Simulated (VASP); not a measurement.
A run of VASP 6.6.1:

INCAR

```
SYSTEM = Sc
ALGO = Fast
EDIFF = 1E-6
ENCUT = 520
GGA = PE
ISIF = 2
ISMEAR = 0
LASPH = .TRUE.
LCHARG = .TRUE.
LELF = .TRUE.
LREAL = .FALSE.
LVHAR = .TRUE.
LWAVE = .FALSE.
NBANDS = 18
NELM = 60
PREC = Accurate
SIGMA = 0.15
```

File KPOINTS:

```
k-points
0
G
  18 18 10
  0 0 0
```

Contents of POSCAR:

```
Sc
1.0
    3.4080618342      0.0000000000      0.0000000000
   -1.7040309171      2.9514681261      0.0000000000
    0.0000000000      0.0000000000      5.1889800000
Sc
2
Direct
    0.3333333333      0.6666666667      0.2500000000
    0.6666666667      0.3333333333      0.7500000000
```

Potentials or basis: VASP PAW PBE potentials, release 64 (Sc_sv).

Launch:

```console
$ cat potpaw_PBE.64/Sc_sv/POTCAR > POTCAR
$ mpirun -np 1 vasp_std > vasp.out
```

Hardware: 1 thread of Intel(R) Xeon(R) 6975P-C (Granite Rapids) (shared host).

Task: Estimate the wall time of this run.

Result: Run time: 2.1 min on 1 thread of Intel(R) Xeon(R) 6975P-C (Granite Rapids), with other jobs on the host, peak memory 0.29 GiB. Counts: scf iterations 17, k points 222.
